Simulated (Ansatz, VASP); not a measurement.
Two plane-wave programs on NaTa4F

File INCAR:

```
SYSTEM = NaTa4F
ALGO = Fast
EDIFF = 1E-7
EDIFFG = -0.01
ENCUT = 600
GGA = PE
IBRION = 2
ISIF = 3
ISMEAR = 0
LASPH = .TRUE.
LCHARG = .FALSE.
LREAL = .FALSE.
LWAVE = .FALSE.
NELM = 80
NSW = 100
PREC = Accurate
SIGMA = 0.1
```

The input KPOINTS:

```
k-points
0
G
  8 8 8
  0 0 0
```

Contents of POSCAR:

```
NaTa4F
1.0
    0.0000000000      3.9600021220      3.9600021220
    3.9600021220      0.0000000000      3.9600021220
    3.9600021220      3.9600021220      0.0000000000
Na Ta F
1 4 1
Direct
    0.0000000000      0.0000000000      0.0000000000
    0.6285203583      0.6285203583      0.1144389252
    0.6285203583      0.1144389252      0.6285203583
    0.1144389252      0.6285203583      0.6285203583
    0.6285203583      0.6285203583      0.6285203583
    0.2500000000      0.2500000000      0.2500000000
```

Input for Ansatz:

```yaml
crystal:
  lattice:
    - [0.0, 3.960002122, 3.960002122]
    - [3.960002122, 0.0, 3.960002122]
    - [3.960002122, 3.960002122, 0.0]
  atoms:
    - { symbol: Na, position: [0.0, 0.0, 0.0] }
    - { symbol: Ta, position: [0.6285203583, 0.6285203583, 0.1144389252] }
    - { symbol: Ta, position: [0.6285203583, 0.1144389252, 0.6285203583] }
    - { symbol: Ta, position: [0.1144389252, 0.6285203583, 0.6285203583] }
    - { symbol: Ta, position: [0.6285203583, 0.6285203583, 0.6285203583] }
    - { symbol: F, position: [0.25, 0.25, 0.25] }
basis:
  ecutwfc: 420
kpoints:
  mp_grid: { grid: [8, 8, 8] }
hamiltonian:
  xc: pbe
scf:
  occupations: { method: gaussian, width: 0.1 }
output:
  forces: true
  stress: true
  eigenvalues: true
relax:
  adjacent_minimum: "off"
  f_tol: 0.01
  max_steps: 80
  cell: { stress_tol: 0.05 }
```

Change from the starting cell: species swapped into the GdInCu4 type (F-43m, No. 216).

Alike in both runs: task relaxation of cell and atoms; functional PBE; k mesh 8 × 8 × 8; occupations gaussian, width 0.1 eV; no spin polarisation.

```csv
,VASP,Ansatz
version,VASP 6.6.1,Ansatz 0.2.0
potentials or method,"VASP PAW PBE potentials, release 64 (Na_pv, Ta_pv, F), cutoff 600 eV","scalar-relativistic, plane waves, PAW"
valence electrons in the cell,58,68
```

```tsv
	VASP	Ansatz	Ansatz less VASP
gap on the k mesh at the Fermi level, each at its own relaxed structure (eV)	none	none	-
relaxed volume (Å³/atom)	20.67	20.67	+0.003
relaxed length of the cell vector where the two differ most in proportion (Å)	5.597	5.598	+0.0003
```

A gap of «none» marks a metal or a gap that the smearing closes. VASP's potentials hold 58 valence electrons a cell and Ansatz's 68, so a difference there can come from the potentials and not from the codes.

Neither program's run includes spin-orbit coupling.
